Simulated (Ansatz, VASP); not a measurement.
One calculation of TaAg2F6, two programs

```xyz
9
Lattice="0.0000 4.3396 4.3396 4.3396 0.0000 4.3396 4.3396 4.3396 0.0000" Properties=species:S:1:pos:R:3 pbc="T T T"
Ta    0.0000    0.0000    0.0000
Ag    2.1698    2.1698    2.1698
Ag    6.5093    6.5093    6.5093
F     1.9278    4.3396    4.3396
F     6.7513    4.3396    4.3396
F     4.3396    1.9278    4.3396
F     4.3396    6.7513    4.3396
F     4.3396    4.3396    1.9278
F     4.3396    4.3396    6.7513
```

Change from the starting cell: ordered vacancies on the cation sites of perovskite (Fm-3m, No. 225).

Alike in both runs: functional PBE; k mesh 4 × 4 × 4; occupations gaussian, width 0.1 eV; no spin polarisation.

Ansatz relaxed the structure, and its values are those at the end. VASP's run is a single point on that final structure, the one shown.

```csv
,VASP,Ansatz
version,VASP 6.6.1,Ansatz 0.2.0
potentials or method,"VASP PAW PBE potentials, release 64 (Ta_pv, Ag, F), cutoff 520 eV","scalar-relativistic, plane waves, PAW"
valence electrons in the cell,75,93
```

VASP gave:

| Item | Value |
| --- | --- |
| gap on the k mesh at the Fermi level (eV) | none |
| pressure (GPa) | 0.6 |
| rms of the force components (eV/Å) | 0.071 |

Which values does Ansatz return?

gap on the k mesh at the Fermi level (eV): none; pressure (GPa): 0.3; rms of the force components (eV/Å): 0.004.

A gap of «none» marks a metal or a gap that the smearing closes. With one functional, cell and mesh, what is left measures potentials, basis and numerics. VASP's potentials hold 75 valence electrons a cell and Ansatz's 93, so a difference there can come from the potentials and not from the codes.

Spin-orbit coupling is off throughout.
